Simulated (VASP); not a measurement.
Wanted: the native input for a VASP 6.6.1 run.

```
Task                   : single point
Functional             : PBE
Potentials or basis    : VASP PAW PBE potentials, release 64 (Ga_d, N)
Cutoff                 : 600 eV
k mesh                 : 3 × 3 × 3
Occupations            : gaussian, width 0.01 eV
Spin                   : no spin polarisation
Dipole correction      : no
Further INCAR settings : LREAL = Auto; ALGO = Normal; EDIFF = 1e-06; NBANDS = 166
```

The structure of GaN lies in POSCAR:

```
GaN
1.0
   -4.5484769755      4.5484769755      4.5484769755
    4.5484769755     -4.5484769755      4.5484769755
    4.5484769755      4.5484769755     -4.5484769755
Ga N
16 16
Direct
    0.5000000000      0.0000000000      0.5000000000
    0.5000000000      0.2500000000      0.2500000000
    0.5000000000      0.5000000000      0.0000000000
    0.7500000000      0.7500000000      0.5000000000
    0.5000000000      0.7500000000      0.7500000000
    0.7500000000      0.0000000000      0.2500000000
    0.7500000000      0.2500000000      0.0000000000
    0.0000000000      0.5000000000      0.5000000000
    0.7500000000      0.5000000000      0.7500000000
    0.0000000000      0.7500000000      0.2500000000
    0.0000000000      0.0000000000      0.0000000000
    0.2500000000      0.2500000000      0.5000000000
    0.0000000000      0.2500000000      0.7500000000
    0.2500000000      0.5000000000      0.2500000000
    0.2500000000      0.7500000000      0.0000000000
    0.2500000000      0.0000000000      0.7500000000
    0.7500000000      0.0000000000      0.5000000000
    0.7500000000      0.2500000000      0.2500000000
    0.7500000000      0.5000000000      0.0000000000
    0.0000000000      0.7500000000      0.5000000000
    0.7500000000      0.7500000000      0.7500000000
    0.0000000000      0.0000000000      0.2500000000
    0.0000000000      0.2500000000      0.0000000000
    0.2500000000      0.5000000000      0.5000000000
    0.0000000000      0.5000000000      0.7500000000
    0.2500000000      0.7500000000      0.2500000000
    0.2500000000      0.0000000000      0.0000000000
    0.5000000000      0.2500000000      0.5000000000
    0.2500000000      0.2500000000      0.7500000000
    0.5000000000      0.5000000000      0.2500000000
    0.5000000000      0.7500000000      0.0000000000
    0.5000000000      0.0000000000      0.7500000000
```

One way to write it, as run:

INCAR

```
SYSTEM = GaN
PREC = Accurate ; ENCUT = 600
EDIFF = 1E-6 ; ISMEAR = 0
SIGMA = 0.01 ; LREAL = Auto
LASPH = .TRUE. ; NELM = 120
ALGO = Normal ; ISIF = 2
LWAVE = .FALSE. ; LCHARG = .FALSE.
GGA = PE ; NBANDS = 166
GGA_COMPAT = .FALSE.
```

KPOINTS

```
Automatic mesh
0
G
  3 3 3
  0 0 0
```

Potentials or basis: VASP PAW PBE potentials, release 64 (Ga_d, N).

Launch:

```console
$ cat potpaw_PBE.64/Ga_d/POTCAR potpaw_PBE.64/N/POTCAR > POTCAR
$ mpirun -np 1 vasp_std > vasp.out
```

Results of the run:

| Property | Result |
| --- | --- |
| Pressure | -0.1 GPa |
| Band gap on the k mesh | 1.55 eV |

It took 8.2 min on 1 thread of Intel(R) Xeon(R) 6975P-C (Granite Rapids), with other jobs on the host, peak memory 0.66 GiB.
